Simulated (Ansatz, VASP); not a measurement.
## One calculation of Al8H, two programs

```
Al H
1.0
     5.71352    0.00000    0.00000
     0.00000    8.08013    0.00000
     0.00000    0.00000   22.24328
Al H
16 2
Direct
  0.25000 0.25000 0.17983
  0.25000 0.75000 0.17983
  0.75000 0.25000 0.17983
  0.75000 0.75000 0.17983
  0.00000 0.00000 0.24405
  0.00000 0.50000 0.24405
  0.50000 0.00000 0.24405
  0.50000 0.50000 0.24405
  0.25000 0.25000 0.31026
  0.25000 0.75000 0.31026
  0.75000 0.25000 0.31026
  0.75000 0.75000 0.31026
  0.00000 0.00000 0.37060
  0.00000 0.50000 0.37060
  0.50000 0.00000 0.37060
  0.50000 0.50000 0.37060
  0.25000 0.15749 0.44837
  0.25000 0.34251 0.44837
```

Alike in both runs: task single point; functional PBE; k mesh 5 × 4 × 1; occupations gaussian, width 0.1 eV; no spin polarisation.

|  | VASP | Ansatz |
| --- | --- | --- |
| version | VASP 6.6.1 | Ansatz 0.2.0 |
| potentials or method | VASP PAW PBE potentials, release 64 (Al, H), cutoff 520 eV | scalar-relativistic, plane waves, PAW |
| valence electrons in the cell | 50 | 50 |

|  | VASP | Ansatz | Ansatz less VASP |
| --- | --- | --- | --- |
| gap on the k mesh at the Fermi level (eV) | none | none | - |
| rms of the force components (eV/Å) | 0.380 | 0.379 | -0.0007 |

Atom by atom the forces differ by 0.001 eV/Å (rms over components). A gap of «none» marks a metal or a gap that the smearing closes.
